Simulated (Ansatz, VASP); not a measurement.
**HfC2 in VASP and in Ansatz**

```
Hf C
1.0
     3.47092    0.00000    0.00000
    -1.73546    3.00590    0.00000
     0.00000    0.00000    5.61325
Hf C
1 2
Cartesian
  0.0000 0.0000 2.8066
  0.0000 0.0000 4.9839
  0.0000 0.0000 0.6293
```

Alike in both runs: functional PBE; k mesh 6 × 6 × 4; occupations gaussian, width 0.1 eV; no spin polarisation.

Ansatz relaxed the structure, and its values are those at the end. VASP's run is a single point on that final structure, the one shown.

```csv
,VASP,Ansatz
version,VASP 6.6.1,Ansatz 0.2.0
potentials or method,"VASP PAW PBE potentials, release 64 (Hf_pv, C), cutoff 520 eV","scalar-relativistic, plane waves, PAW"
valence electrons in the cell,18,34
```

```csv
,VASP,Ansatz,Ansatz less VASP
gap on the k mesh at the Fermi level (eV),none,none,-
pressure (GPa),-0.1,0.0,+0.12
rms of the force components (eV/Å),0.074,0.006,-0.0672
```

A gap of «none» marks a metal or a gap that the smearing closes. The functional is the same, so the differences come from potentials, cutoffs and numerics. VASP's potentials hold 18 valence electrons a cell and Ansatz's 34, so a difference there can come from the potentials and not from the codes.

Spin-orbit coupling is off throughout.
